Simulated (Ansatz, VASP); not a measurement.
## One calculation of Zr2H3, two programs

```xyz
5
Lattice="4.0393 0.0000 0.0000 -2.0196 3.4981 0.0000 0.0000 0.0000 4.4816" Properties=species:S:1:pos:R:3 pbc="T T T"
Zr    0.0000    2.3321    0.0000
Zr    2.0196    1.1660    0.0000
H     0.0000    2.3321    2.2408
H     2.0196    1.1660    2.2408
H     0.0000    0.0000    2.2408
```

Alike in both runs: task single point; functional PBE; k mesh 6 × 6 × 4; occupations gaussian, width 0.1 eV; no spin polarisation.

```csv
,VASP,Ansatz
version,VASP 6.6.1,Ansatz 0.2.0
potentials or method,"VASP PAW PBE potentials, release 64 (Zr_sv, H), cutoff 520 eV","scalar-relativistic, plane waves, PAW"
valence electrons in the cell,27,27
```

```csv
,VASP,Ansatz,Ansatz less VASP
gap on the k mesh at the Fermi level (eV),none,none,-
pressure (GPa),9.5,9.1,-0.39
"traceless stress, the component that is largest in VASP (GPa)",-39.93,-39.50,+0.429
```

A gap of «none» marks a metal or a gap that the smearing closes. The functional is the same, so the differences come from potentials, cutoffs and numerics.
